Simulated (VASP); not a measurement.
# H6Pb (Fm-3m) in VASP: notebook, part 2 of 2

VASP 6.6.1. Earlier steps stand in the parts before.

## Step 4: Relaxation of cell and atoms, PBE

This run uses another cell than the first one, of 8.52 Å³/atom, 1.016 times its volume.

Input file INCAR:

```
PREC = Accurate
ENCUT = 500
EDIFF = 1E-7
ISMEAR = 0
SIGMA = 0.1
LREAL = F
LASPH = T
NELM = 120
ALGO = Normal
ISIF = 3
LWAVE = F
LCHARG = F
GGA = PE
IBRION = 2
NSW = 90
EDIFFG = -0.04
GGA_COMPAT = F
NELMIN = 4
```

Input file KPOINTS:

```
regular mesh
0
Gamma
  6 6 6
```

Input file POSCAR:

```
H6Pb
1.0
    0.0000000000      3.1013285458      3.1013285458
    3.1013285458      0.0000000000      3.1013285458
    3.1013285458      3.1013285458      0.0000000000
H Pb
6 1
Direct
    0.5000000000      0.5000000000      0.0000000000
    0.5000000000      0.0000000000      0.5000000000
    0.0000000000      0.0000000000      0.5000000000
    0.0000000000      0.5000000000      0.0000000000
    0.0000000000      0.5000000000      0.5000000000
    0.5000000000      0.0000000000      0.0000000000
    0.0000000000      0.0000000000      0.0000000000
```

Potentials or basis: VASP PAW PBE potentials, release 64 (H, Pb_d).

The run is started by

```
> cat potpaw_PBE.64/H/POTCAR potpaw_PBE.64/Pb_d/POTCAR > POTCAR
> mpirun -np 1 vasp_std > vasp.out
```

OUTCAR:

```text
PREC = Accurate
   ENCUT = 500
   EDIFF = 1E-7
   ISMEAR = 0
   LREAL = F
   LASPH = T
   NELM = 120
   ISIF = 3
   GGA = PE
   IBRION = 2
   NSW = 90
   EDIFFG = -0.04
   NELMIN = 4

 ion  position               nearest neighbor table
   1  0.500  0.500  0.000-   7 2.19   7 2.19
   2  0.500  0.000  0.500-   7 2.19   7 2.19
   3  0.000  0.000  0.500-   7 2.19   7 2.19
   4  0.000  0.500  0.000-   7 2.19   7 2.19
   5  0.000  0.500  0.500-   7 2.19   7 2.19
   6  0.500  0.000  0.000-   7 2.19   7 2.19
   7  0.000  0.000  0.000-   3 2.19   4 2.19   6 2.19   2 2.19   3 2.19   5 2.19   1 2.19   4 2.19
                             5 2.19   1 2.19   2 2.19   6 2.19

  LATTYP: Found a face centered cubic cell.
 ALAT       =     6.2026570916

  Lattice vectors:

 A1 = (   0.0000000000,   3.1013285458,   3.1013285458)
 A2 = (   3.1013285458,   0.0000000000,   3.1013285458)
 A3 = (   3.1013285458,   3.1013285458,   0.0000000000)

Analysis of symmetry for initial positions (statically):
=====================================================================
 Subroutine PRICEL returns:
 Original cell was already a primitive cell.

 Routine SETGRP: Setting up the symmetry group for a
 face centered cubic supercell.

 Subroutine GETGRP returns: Found 48 space group operations
 (whereof 48 operations were pure point group operations)
 out of a pool of 48 trial point group operations.

The static configuration has the point symmetry O_h .

Analysis of symmetry for dynamics (positions and initial velocities):
=====================================================================
 Subroutine PRICEL returns:
 Original cell was already a primitive cell.

 Routine SETGRP: Setting up the symmetry group for a
[... 194 lines left out ...]

--------------------------------------- Ionic step        2  -------------------------------------------

 number of electron      19.9999996 magnetization

 Free energy of the ion-electron system (eV)
  ---------------------------------------------------
  ext. energy  EPLUGINS =         0.00000000
  ---------------------------------------------------
  free energy    TOTEN  =       -15.51522961 eV

  energy without entropy =      -15.49972235  energy(sigma->0) =      -15.50747598

 E-fermi :   3.0328     XC(G=0):  -9.4528

 val. band max:        3.0318988033   @ k =  -0.3333   0.1667   0.0000
 cond. band min:       3.0437174042   @ k =   0.3333   0.0000   0.0000
 fundamental gap:      0.0118186009
 Fermi energy:         3.0327946300

 k-point     1 :       0.0000    0.0000    0.0000
  band No.  band energies     occupation
      1     -13.8285      2.00000
      2     -13.8285      2.00000
      3     -13.8285      2.00000
      4     -13.7546      2.00000
      5     -13.7546      2.00000
      6      -8.8176      2.00000
      7       1.9968      2.00000
      8       1.9968      2.00000
      9       1.9968      2.00000
     10       4.3666      0.00000
     11       4.6798      0.00000
     12       4.6798      0.00000
     13       4.9819      0.00000
     14       4.9819      0.00000
[... 241 lines left out ...]
      1     -13.8228      2.00000
      2     -13.7628      2.00000
      3     -13.7537      2.00000
      4     -13.7178      2.00000
      5     -13.7176      2.00000
      6      -5.9677      2.00000
      7      -3.5824      2.00000
      8      -2.3148      2.00000
      9      -1.2838      2.00000
     10       2.3584      2.00000
     11       4.0089      0.00000
     12       4.1569      0.00000
     13       9.1437      0.00000
     14      11.5053      0.00000

------------------------ aborting loop because EDIFF is reached ----------------------------------------

  FORCE on cell =-STRESS in cart. coord.  units (eV):
  Direction    XX          YY          ZZ          XY          YZ          ZX
  --------------------------------------------------------------------------------------
  -------------------------------------------------------------------------------------
  Total       -0.2355595     -0.2355595     -0.2355595     -0.0000000     -0.0000000      0.0000000
  in kB       -6.3779154     -6.3779154     -6.3779154     -0.0000000     -0.0000000      0.0000000
  external PRESSURE =      -6.3779154 kB  Pullay stress =       0.0000000 kB

 VOLUME and BASIS-vectors are now :
 -----------------------------------------------------------------------------
  energy-cutoff  :      500.00
  volume of cell :       59.17
      direct lattice vectors                 reciprocal lattice vectors
    -0.000000000  3.092911227  3.092911227    -0.161659991  0.161659991  0.161659991
     3.092911227 -0.000000000  3.092911227     0.161659991 -0.161659991  0.161659991
     3.092911227  3.092911227 -0.000000000     0.161659991  0.161659991 -0.161659991

 POSITION                                       TOTAL-FORCE (eV/Angst)
 -----------------------------------------------------------------------------------
      1.54646      1.54646      3.09291        -0.000000     -0.000000     -0.000000
      4.63937      3.09291      4.63937         0.000000     -0.000000     -0.000000
      1.54646      4.63937      3.09291         0.000000     -0.000000     -0.000000
      4.63937      3.09291      1.54646        -0.000000     -0.000000     -0.000000
      3.09291      1.54646      1.54646         0.000000      0.000000      0.000000
      3.09291      1.54646      4.63937         0.000000      0.000000      0.000000
      0.00000      0.00000      0.00000         0.000000      0.000000     -0.000000
 -----------------------------------------------------------------------------------
    total drift:                               -0.000000     -0.000000     -0.000000

  FREE ENERGIE OF THE ION-ELECTRON SYSTEM (eV)
  ---------------------------------------------------
  free  energy   TOTEN  =       -15.5152296085 eV

  energy  without entropy=      -15.4997223538  energy(sigma->0) =      -15.50747598

 reached required accuracy - stopping structural energy minimisation
```

CONTCAR:

```text
H6Pb
   1.00000000000000
    -0.0000000000000000    3.0929112268307701    3.0929112268307701
     3.0929112268307701   -0.0000000000000000    3.0929112268307701
     3.0929112268307701    3.0929112268307701   -0.0000000000000000
  H               Pb
     6     1
Direct
     0.5000000000000000    0.5000000000000000    0.0000000000000000
     0.5000000000000000    1.0000000000000000    0.5000000000000000
     1.0000000000000000    0.0000000000000000    0.5000000000000000
     0.0000000000000000    0.5000000000000000    1.0000000000000000
     0.0000000000000000    0.5000000000000000    0.5000000000000000
     0.5000000000000000    1.0000000000000000    0.0000000000000000
     0.0000000000000000    0.0000000000000000    0.0000000000000000

  0.00000000E+00  0.00000000E+00  0.00000000E+00
  0.00000000E+00  0.00000000E+00  0.00000000E+00
  0.00000000E+00  0.00000000E+00  0.00000000E+00
  0.00000000E+00  0.00000000E+00  0.00000000E+00
  0.00000000E+00  0.00000000E+00  0.00000000E+00
  0.00000000E+00  0.00000000E+00  0.00000000E+00
  0.00000000E+00  0.00000000E+00  0.00000000E+00
```

Wall time 12 s (1 thread of Intel Xeon 6975P-C (Granite Rapids), shared host); peak memory 0.18 GiB.

Results:

```
Free energy                            : -15.5152 eV
Relaxed volume                         : 8.45 Å³/atom
Relaxed cell                           : a = 4.374 Å, b = 4.374 Å, c = 4.374 Å, α = 60.00°, β = 60.00°, γ = 60.00°
Space group after relaxing (to 0.05 Å) : Fm-3m (No. 225)
Energy gained by relaxing              : 0.4 meV/atom
Ionic steps                            : 2
Pressure after relaxing                : -0.6 GPa
Band gap on the k mesh                 : zero (band 10 reaches 4.37 eV, above the bottom of band 11 at 2.79 eV)
```

The path:
```
step  energy change (eV)  largest force (eV/Å)  pressure (GPa)  volume (Å³)
   1              0.0000                0.0000           -1.06        59.66
   2             -0.0026                0.0000           -0.64        59.17
```

Final structure:
```cif
data_structure
_symmetry_space_group_name_H-M 'P 1'
_symmetry_Int_Tables_number 1
_cell_length_a 4.3740
_cell_length_b 4.3740
_cell_length_c 4.3740
_cell_angle_alpha 60.000
_cell_angle_beta 60.000
_cell_angle_gamma 60.000
_cell_volume 59.17
loop_
_atom_site_label
_atom_site_type_symbol
_atom_site_fract_x
_atom_site_fract_y
_atom_site_fract_z
_atom_site_occupancy
H1 H 0.50000 0.50000 0.00000 1
H2 H 0.50000 0.00000 0.50000 1
H3 H 0.00000 0.00000 0.50000 1
H4 H 0.00000 0.50000 0.00000 1
H5 H 0.00000 0.50000 0.50000 1
H6 H 0.50000 0.00000 0.00000 1
Pb1 Pb 0.00000 0.00000 0.00000 1
```

Caveat: spin-orbit coupling is left out, which moves the levels of the heavy elements.

## Step 5: Summary

| task | cell | gap on the mesh (eV) | pressure (GPa) |
| --- | --- | --- | --- |
| single point | a = 4.362 Å, angles 60.0°, 7 atoms | none | -0.2 |
| single point | a = 4.348 Å, angles 60.0°, 7 atoms | none | 0.3 |
| relaxation of cell and atoms | relaxed from a = 4.386 Å, angles 60.0°, 7 atoms | none | -0.6 |

Alike in all rows: level PBE; potentials or basis VASP PAW PBE potentials, release 64 (H, Pb_d); no spin polarisation; k mesh 6 × 6 × 6; cutoff (eV) 500; smearing gaussian 0.1 eV.

Caveats: spin-orbit coupling is left out, which moves the levels of the heavy elements.

Absolute energies hang on the potentials; compare differences alone.
